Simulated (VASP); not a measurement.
# Na in VASP: a series of runs

Runs on Na. Level: PBE. Tasks: single point.

All numbers are computed with VASP 6.6.1; they aren't measurements. Logs are shortened: lines on timing, memory, paths and dates and some standing lists are left out, and cuts for length are marked.

**1. The cell of the first run**

It takes space group C2/m (No. 12, monoclinic). The conventional cell has a = 6.519 Å, b = 3.786 Å, c = 9.803 Å, α = 90.00°, β = 103.07°, γ = 90.00°. Na (site symmetry m) has 12 Na at 3.77 to 3.86 Å within 4.9 Å. Within 4.9 Å of Na (site symmetry 2/m) lie 12 Na at 3.77 to 3.86 Å.

**2. Single point, PBE**

File INCAR:

```
SYSTEM = Na
  PREC = Accurate
  ENCUT = 520
  EDIFF = 1E-6
  ISMEAR = -1
  SIGMA = 0.05
  LREAL = .False.
  LASPH = .True.
  NELM = 80
  ALGO = Fast
  ISIF = 2
  LWAVE = .False.
  LCHARG = .True.
  GGA = PE
  LELF = .True.
  LVHAR = .True.
  NBANDS = 18
```

File KPOINTS:

```
Automatic mesh
0
Gamma
  8 8 3
  0 0 0
```

File POSCAR:

```
Na
1.0
    3.2593474136     -1.8929642547      0.0000000000
    3.2593474136      1.8929642547      0.0000000000
   -2.2170989729      0.0000000000      9.5485223225
Na
3
Direct
    0.7775850000      0.7775850000      0.3333240000
    0.2224150000      0.2224150000      0.6666760000
    0.0000000000      0.0000000000      0.0000000000
```

Potentials or basis: VASP PAW PBE potentials, release 64 (Na_pv).

Run with:

```bash
$ cat potpaw_PBE.64/Na_pv/POTCAR > POTCAR
$ mpirun -np 1 vasp_std > vasp.out
```

OUTCAR:

```text
SYSTEM = Na
   PREC = Accurate
   ENCUT = 520
   EDIFF = 1E-6
   ISMEAR = -1
   LREAL = .False.
   LASPH = .True.
   NELM = 80
   ISIF = 2
   GGA = PE

 ion  position               nearest neighbor table
   1  0.778  0.778  0.333-
   2  0.222  0.222  0.667-
   3  0.000  0.000  0.000-

  LATTYP: Found a base centered monoclinic cell.
 ALAT       =     6.5186948272
 B/A-ratio  =     0.5807801423
 C/A-ratio  =     1.5037582021
 COS(beta)  =    -0.2261759492

  Lattice vectors:

 A1 = (   3.2593474136,  -1.8929642547,   0.0000000000)
 A2 = (   3.2593474136,   1.8929642547,   0.0000000000)
 A3 = (  -2.2170989729,   0.0000000000,   9.5485223225)

Analysis of symmetry for initial positions (statically):
=====================================================================
 Subroutine PRICEL returns:
 Original cell was already a primitive cell.

 Routine SETGRP: Setting up the symmetry group for a
 base centered monoclinic supercell.

 Subroutine GETGRP returns: Found  4 space group operations
 (whereof  4 operations were pure point group operations)
 out of a pool of  4 trial point group operations.

The static configuration has the point symmetry C_2h.

Analysis of symmetry for dynamics (positions and initial velocities):
=====================================================================
 Subroutine PRICEL returns:
 Original cell was already a primitive cell.

 Routine SETGRP: Setting up the symmetry group for a
 base centered monoclinic supercell.

 Subroutine GETGRP returns: Found  4 space group operations
 (whereof  4 operations were pure point group operations)
 out of a pool of  4 trial point group operations.

The dynamic configuration has the point symmetry C_2h.

 Subroutine INISYM returns: Found  4 space group operations
 (whereof  4 operations are pure point group operations),
 and found     1 'primitive' translations

----------------------------------------------------------------------------------------

                                     Primitive cell

  volume of cell :     117.8255

  direct lattice vectors                    reciprocal lattice vectors
     3.259347414 -1.892964255  0.000000000     0.153404942 -0.264135997  0.035619536
     3.259347414  1.892964255  0.000000000     0.153404942  0.264135997  0.035619536
    -2.217098973  0.000000000  9.548522323     0.000000000  0.000000000  0.104728247

  length of vectors
     3.769172221  3.769172221  9.802540813     0.307521791  0.307521791  0.104728247

  position of ions in fractional coordinates (direct lattice)
[... 81 lines left out ...]
   EDIFF  = 0.1E-05   stopping-criterion for ELM
   LREAL  =      F    real-space projection
   EDIFFG = 0.1E-04   stopping-criterion for IOM
   NSW    =      0    number of steps for IOM
   IBRION =     -1    ionic relax: 0-MD 1-quasi-New 2-CG
   NFREE  =      0    steps in history (QN), initial steepest desc. (CG)
   ISIF   =      2    stress and relaxation
   ISYM   =      2    0-nonsym 1-usesym 2-fastsym
   POTIM  = 0.5000    time-step for ionic-motion
   TEBEG  =    0.0;   TEEND  =   0.0 temperature during run
   PSTRESS=    0.0 pullay stress
   NELECT =      21.0000    total number of electrons
   NUPDOWN=      -1.0000    fix difference up-down
   EMIN   =  10.00;   EMAX   =-10.00  energy-range for DOS
   EFERMI =   0.00;   METHOD = LEGACY
   ISMEAR =    -1;   SIGMA  =   0.05  broadening in eV -4-tet -1-fermi 0-gaus
   EFERMI_NEDOS =   21; number of points for ismear=-14 and -15
   IALGO  =     68    algorithm
   IMIX   =      4    mixing-type and parameters
     AMIX     =   0.40;   BMIX     =  1.00
     AMIX_MAG =   1.60;   BMIX_MAG =  1.00
  volume/ion in A,a.u.               =      39.28       265.04
  Fermi-wavevector in a.u.,A,eV,Ry     =   0.921301  1.741006 11.548563  0.848795
  Thomas-Fermi vector in A             =   2.046702
   LORBIT       =      0    0 simple, 1 ext, 2 COOP (PROOUT), +10 PAW based schemes
   GGA     = PE    functional components
   LHFCALC =     F    Hartree Fock is set to
   AEXX    =    0.0000 exact exchange contribution
   IVDW    =     0    specifies the selected vdW correction
   LEPSILON=     F    determine dielectric tensor
   LRPA    =     F    only Hartree local field effects (RPA)
 non-spin polarized calculation
 RMM-DIIS sequential band-by-band and
  energy-cutoff  :      520.00
  volume of cell :      117.83
 maximum number of plane-waves:      3193
   NGX = 13   NGY = 13   NGZ = 37

 number of electron      21.0000008 magnetization

 Free energy of the ion-electron system (eV)
  ---------------------------------------------------
  ext. energy  EPLUGINS =         0.00000000
  ---------------------------------------------------
  free energy    TOTEN  =        -3.91635691 eV

  energy without entropy =       -3.90279454  energy(sigma->0) =       -3.90957573

 E-fermi :   0.1164     XC(G=0):  -6.3532

 val. band max:        0.0821166885   @ k =  -0.1250  -0.2500   0.3333
 cond. band min:       0.1171665301   @ k =   0.5000   0.3750   0.3333
 fundamental gap:      0.0350498417
 Fermi energy:         0.1163906642

 k-point     1 :       0.0000    0.0000    0.0000
  band No.  band energies     occupation
      1     -24.7955      2.00000
      2     -24.7955      2.00000
      3     -24.7796      2.00000
      4     -24.7794      2.00000
      5     -24.7793      2.00000
      6     -24.7793      2.00000
[... 481 lines left out ...]
      5     -24.7835      2.00000
      6     -24.7819      2.00000
[... 10 lines left out ...]
     17       7.1541      0.00000
     18       8.2653      0.00000

 [... further k-points ...]

------------------------ aborting loop because EDIFF is reached ----------------------------------------

  FORCE on cell =-STRESS in cart. coord.  units (eV):
  Direction    XX          YY          ZZ          XY          YZ          ZX
  --------------------------------------------------------------------------------------
  -------------------------------------------------------------------------------------
  Total       -0.1026491     -0.2279717     -0.5285258      0.0000000      0.0000000      0.0097564
  in kB       -1.3958102     -3.0999324     -7.1868324      0.0000000      0.0000000      0.1326666
  external PRESSURE =      -3.8941917 kB  Pullay stress =       0.0000000 kB

 VOLUME and BASIS-vectors are now :
 -----------------------------------------------------------------------------
  energy-cutoff  :      520.00
  volume of cell :      117.83
      direct lattice vectors                 reciprocal lattice vectors
     3.259347414 -1.892964255  0.000000000     0.153404942 -0.264135997  0.035619536
     3.259347414  1.892964255  0.000000000     0.153404942  0.264135997  0.035619536
    -2.217098973  0.000000000  9.548522323     0.000000000  0.000000000  0.104728247

 POSITION                                       TOTAL-FORCE (eV/Angst)
 -----------------------------------------------------------------------------------
      4.32983      0.00000      3.18275        -0.002012      0.000000      0.000015
     -0.02823      0.00000      6.36577         0.002012      0.000000     -0.000015
      0.00000      0.00000      0.00000         0.000000     -0.000000      0.000000
 -----------------------------------------------------------------------------------
    total drift:                               -0.000000      0.000000      0.000000

  FREE ENERGIE OF THE ION-ELECTRON SYSTEM (eV)
  ---------------------------------------------------
  free  energy   TOTEN  =        -3.9163569124 eV

  energy  without entropy=       -3.9027945427  energy(sigma->0) =       -3.90957573
```

OSZICAR:

```text
N       E                     dE             d eps       ncg     rms          rms(c)
DAV:   1     0.162717164663E+03    0.16272E+03   -0.10958E+04  2092   0.107E+03
DAV:   2     0.465406424305E+01   -0.15806E+03   -0.15576E+03  2062   0.310E+02
DAV:   3    -0.379367249784E+01   -0.84477E+01   -0.84211E+01  2538   0.905E+01
DAV:   4    -0.391522236670E+01   -0.12155E+00   -0.12152E+00  2420   0.114E+01
DAV:   5    -0.391789239546E+01   -0.26700E-02   -0.26700E-02  2458   0.173E+00    0.346E-01
RMM:   6    -0.391703542238E+01    0.85697E-03   -0.14731E-03  2563   0.414E-01    0.233E-01
RMM:   7    -0.391632436697E+01    0.71106E-03   -0.25861E-03  2588   0.446E-01    0.271E-02
RMM:   8    -0.391633793768E+01   -0.13571E-04   -0.58904E-04  2697   0.415E-01    0.875E-03
RMM:   9    -0.391635013848E+01   -0.12201E-04   -0.14839E-04  2726   0.133E-01    0.497E-03
RMM:  10    -0.391635553555E+01   -0.53971E-05   -0.50850E-05  2610   0.117E-01    0.393E-03
RMM:  11    -0.391635616521E+01   -0.62966E-06   -0.19502E-05  2780   0.503E-02    0.576E-04
RMM:  12    -0.391635691235E+01   -0.74714E-06   -0.76688E-06  1828   0.338E-02
   1 F= -.39163569E+01 E0= -.39095757E+01  d E =-.135624E-01
```

It took 63 s on 1 thread of AMD EPYC 9R45 (Zen 5), shared host; peak memory 0.24 GiB.

Results:

| Item | Value |
| --- | --- |
| Free energy | -3.9164 eV |
| Pressure | -0.4 GPa |
| Band gap on the k mesh | zero (an odd number of electrons rules out a gap without spin polarisation) |

Forces in eV/Å, atoms in the order of the input:
```
Na  -0.002  0.000  0.000
Na   0.002  0.000  0.000
Na   0.000  0.000  0.000
```

**3. Single point, PBE (atoms moved at random)**

File INCAR:

```
SYSTEM = Na
PREC = Accurate
ENCUT = 520
EDIFF = 1E-6
ISMEAR = -1
SIGMA = 0.05
LREAL = .False.
LASPH = .True.
NELM = 60
ALGO = Fast
ISIF = 2
LWAVE = .False.
LCHARG = .True.
GGA = PE
LELF = .True.
LVHAR = .True.
NBANDS = 18
```

File KPOINTS:

```
regular mesh
0
Gamma
  8 8 3
  0 0 0
```

File POSCAR:

```
Na
1.0
    3.1966520447     -1.8565520294      0.0000000000
    3.1966520447      1.8565520294      0.0000000000
   -2.1744518352      0.0000000000      9.3648511597
Na
3
Direct
    0.7748830000      0.7758230000      0.3328070000
    0.2185740000      0.2334100000      0.6695780000
   -0.0020640000     -0.0023630000     -0.0007240000
```

Potentials or basis: VASP PAW PBE potentials, release 64 (Na_pv).

Run with:

```bash
$ cat potpaw_PBE.64/Na_pv/POTCAR > POTCAR
$ mpirun -np 1 vasp_std > vasp.out
```

It took 98 s on 1 thread of AMD EPYC 9R45 (Zen 5), shared host; peak memory 0.27 GiB.

It converged, with:

| Quantity | Value |
| --- | --- |
| Free energy | -3.9239 eV |
| Pressure | 0.0 GPa |
| Largest force | 0.021 eV/Å |
| Band gap on the k mesh | zero (an odd number of electrons rules out a gap without spin polarisation) |

Forces on the atoms (eV/Å):
```
Na   0.000  0.001  0.009
Na  -0.002 -0.003 -0.021
Na   0.002  0.002  0.012
```

Stress tensor (GPa, compression positive):
```
 0.29  0.01  0.01
 0.01  0.12  0.00
 0.01  0.00 -0.34
```

Levels at points of the mesh, in eV from the Fermi level:
```tsv
k point	band 8	band 9	band 10	band 11	band 12	band 13	band 14	band 15
(0.00, 0.00, 0.00)	-24.84	-24.84	-3.23	-1.49	-1.47	3.52	3.53	10.46
(0.50, 0.00, 0.00)	-24.85	-24.85	0.40	0.52	1.35	1.80	2.65	2.78
(0.00, 0.50, 0.00)	-24.85	-24.85	0.40	0.52	1.35	1.81	2.65	2.78
(0.50, 0.50, 0.00)	-24.85	-24.85	0.58	0.67	1.01	1.41	3.33	3.47
```

Caveat: the cell differs from its parent crystal (atoms moved at random).
